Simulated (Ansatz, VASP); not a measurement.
## TiS2: VASP beside Ansatz

The input INCAR:

```
SYSTEM = TiS2
PREC = Accurate ; ENCUT = 500
EDIFF = 1E-7 ; ISMEAR = 0
SIGMA = 0.1 ; LREAL = .False.
LASPH = .True. ; NELM = 120
ALGO = Normal ; ISIF = 3
LWAVE = .False. ; LCHARG = .False.
GGA = PS ; IBRION = 2
NSW = 70 ; EDIFFG = -0.005
GGA_COMPAT = .False. ; NELMIN = 4
```

The input KPOINTS:

```
regular mesh
0
Gamma
  12 12 8
  0 0 0
```

File POSCAR:

```
TiS2
1.0
    3.3588566010      0.0000000000      0.0000000000
   -1.6794283005      2.9088551441      0.0000000000
    0.0000000000      0.0000000000      5.5242797378
Ti S
1 2
Direct
    0.0000000000      0.0000000000      0.0000000000
    0.3333333333      0.6666666667      0.2586983809
    0.6666666667      0.3333333333      0.7413016191
```

Input for Ansatz:

```yaml
crystal:
  lattice:
    - [3.358856601, 0.0, 0.0]
    - [-1.6794283005, 2.9088551441, 0.0]
    - [0.0, 0.0, 5.5242797378]
  atoms:
    - { symbol: Ti, position: [0.0, 0.0, 0.0] }
    - { symbol: S, position: [0.3333333333, 0.6666666667, 0.2586983809] }
    - { symbol: S, position: [0.6666666667, 0.3333333333, 0.7413016191] }
basis:
  ecutwfc: 420
kpoints:
  mp_grid: { grid: [12, 12, 8] }
hamiltonian:
  xc: pbesol
scf:
  occupations: { method: gaussian, width: 0.1 }
output:
  forces: true
  stress: true
  eigenvalues: true
relax:
  adjacent_minimum: "off"
  f_tol: 0.005
  max_steps: 50
  cell: { stress_tol: 0.05 }
```

Alike in both runs: task relaxation of cell and atoms; functional PBEsol; k mesh 12 × 12 × 8; occupations gaussian, width 0.1 eV; no spin polarisation.

|  | VASP | Ansatz |
| --- | --- | --- |
| version | VASP 6.6.1 | Ansatz 0.2.0 |
| potentials or method | VASP PAW PBE potentials, release 64 (Ti_sv, S), cutoff 500 eV | scalar-relativistic, plane waves, PAW |
| valence electrons in the cell | 24 | 24 |

VASP gave:

- gap on the k mesh at the Fermi level, each at its own relaxed structure (eV): none
- relaxed volume (Å³/atom): 18.22
- relaxed cell length with the largest relative difference (Å): 5.631

Q: Estimate Ansatz's values.

A: gap on the k mesh at the Fermi level, each at its own relaxed structure (eV): none; relaxed volume (Å³/atom): 18.26; relaxed cell length with the largest relative difference (Å): 5.640.

VASP's potentials were made for PBE, not for PBEsol. A gap of «none» marks a metal or a gap that the smearing closes.
